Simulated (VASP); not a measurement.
**Cu: single point with PBE**

The system is Cu.

```
Cu
1.0
     2.53410    0.00000    0.00000
    -1.26705    2.19459    0.00000
     0.00000    0.00000    4.21539
Cu
2
Direct
  0.33333 0.66667 0.25000
  0.66667 0.33333 0.75000
```

This cell differs from its parent crystal: strain +0.000 along x and y, +0.025 along z.

| Item | Value |
| --- | --- |
| Program | VASP 6.6.1 |
| Task | single point |
| Functional | PBE |
| Potentials or basis | VASP PAW PBE potentials, release 64 (Cu) |
| Cutoff | 520 eV |
| k mesh | 24 × 24 × 12 |
| Occupations | gaussian, width 0.15 eV |
| Spin | no spin polarisation |
| Dipole correction | no |
| Further INCAR settings | ALGO = Fast; EDIFF = 1e-07; NBANDS = 18 |

```json
{
  "Pressure": "3.7 GPa",
  "Band gap on the k mesh": "zero (band 11 reaches 11.84 eV, above the bottom of band 12 at 5.71 eV)"
}
```

Stress tensor (GPa, compression positive):
```
4.64 0.00 0.00
0.00 4.64 0.00
0.00 0.00 1.91
```

Levels at points of the mesh, in eV from the Fermi level:
```csv
k point,band 9,band 10,band 11,band 12,band 13,band 14
"(0.00, 0.00, 0.00)",-2.44,-1.73,-1.73,-1.18,3.55,21.68
"(0.50, 0.00, 0.00)",-1.61,-1.52,0.05,1.65,7.73,8.03
"(0.00, 0.00, 0.50)",-1.96,-1.96,-1.96,-1.96,12.05,12.05
"(0.50, 0.00, 0.50)",-1.55,-1.55,0.52,0.52,4.94,4.94
```

It took 4.7 min on 1 thread of AMD EPYC 7R13, on a shared host, peak memory 0.23 GiB.

Caveat: the cell differs from its parent crystal (strain +0.000 along x and y, +0.025 along z).
